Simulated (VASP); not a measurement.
Sb, 4 atoms in the cell. The cell holds a slab with vacuum, 4 atoms: a = 4.069 Å, b = 4.069 Å, c = 20.800 Å, α = 90.00°, β = 90.00°, γ = 120.00°.  This cell differs from its parent crystal: layers slid over each other, then relaxed in part.

* Program: VASP 6.6.1
* Task: single point
* Functional: PBE
* Dispersion: D3(BJ)
* Potentials or basis: VASP PAW PBE potentials, release 64 (Sb)
* Cutoff: 520 eV
* k mesh: 9 × 9 × 1
* Occupations: gaussian, width 0.05 eV
* Spin: no spin polarisation
* Dipole correction: yes
* Further INCAR settings: ALGO = Normal; EDIFF = 1e-06; NBANDS = 18

Potentials or basis: VASP PAW PBE potentials, release 64 (Sb).

The run is started by

```sh
$ cat potpaw_PBE.64/Sb/POTCAR > POTCAR
$ mpirun -np 1 vasp_std > vasp.out
```

Hardware: 1 thread of AMD EPYC 7R13 Processor (Zen 3), on a shared host.

Question: Estimate the wall time of this run.

Answer: Wall time 3.6 min on 1 thread of AMD EPYC 7R13 Processor (Zen 3) (shared host), peak memory 0.45 GiB. Counts: scf iterations 18, k points 41.
